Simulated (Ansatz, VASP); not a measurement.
## Two plane-wave programs on H4NF

```xyz
12
Lattice="4.3385 0.0000 0.0000 -2.1693 3.7573 0.0000 0.0000 0.0000 7.0184" Properties=species:S:1:pos:R:3 pbc="T T T"
H     0.0000    2.5049    1.5892
H     2.1693    1.2524    5.0984
H     0.8490    2.0147    2.9725
H     3.0183    1.7426    6.4817
H     0.0000    3.4852    2.9725
H     1.3202    1.7426    6.4817
H    -0.8490    2.0147    2.9725
H     2.1693    0.2720    6.4817
N     0.0000    2.5049    2.6283
N     2.1693    1.2524    6.1375
F     0.0000    2.5049   -0.0212
F     2.1693    1.2524    3.4880
```

Alike in both runs: functional r2SCAN; k mesh 6 × 6 × 4; occupations fermi-dirac, width 0.02 eV; no spin polarisation.

Ansatz relaxed the structure, and its values are those at the end. VASP's run is a single point on that final structure, the one shown.

|  | VASP | Ansatz |
| --- | --- | --- |
| version | VASP 6.6.1 | Ansatz 0.2.0 |
| potentials or method | VASP PAW PBE potentials, release 64 (H, N, F), cutoff 520 eV | PAW plane waves |
| valence electrons in the cell | 32 | 32 |

```csv
,VASP,Ansatz,Ansatz less VASP
gap on the k mesh at the Fermi level (eV),6.73,6.73,-0.001
pressure (GPa),2.0,2.2,+0.22
rms of the force components (eV/Å),0.022,0.001,-0.0210
```

VASP's potentials were made for PBE, not for r2SCAN. Ansatz's warnings: stress scf threshold loose.
